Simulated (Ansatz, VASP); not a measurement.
Se: VASP beside Ansatz

```
CELL_PARAMETERS angstrom
2.22703 0.00000 0.00000
-1.11351 1.92866 0.00000
0.00000 0.00000 2.07240
ATOMIC_POSITIONS crystal
Se 0.00000 0.00000 0.00000
```

Change from the starting cell: volume scaled by 0.4, LAPW.

Alike in both runs: task single point; functional PBE; k mesh 16 × 16 × 15; occupations fermi-dirac, width 0.1 eV; no spin polarisation.

|  | VASP | Ansatz |
| --- | --- | --- |
| version | VASP 6.6.1 | Ansatz 0.2.0 |
| potentials or method | VASP PAW PBE potentials, release 64 (Se), cutoff 520 eV | all-electron LAPW, scalar-relativistic |

Ansatz gave:

* pressure (GPa): 401.5
* traceless stress, the component that is largest in VASP (GPa): -0.08

Problem. Which values does VASP return?

Solution. Pressure (GPa): 410.7; traceless stress, the component that is largest in VASP (GPa): 0.52.

Both programs put the cell under a high pressure, so it lies far from rest at this level. Ansatz ran all-electron here, and VASP with PAW potentials.

Noted on VASP's run: the cell as given lies far from equilibrium.
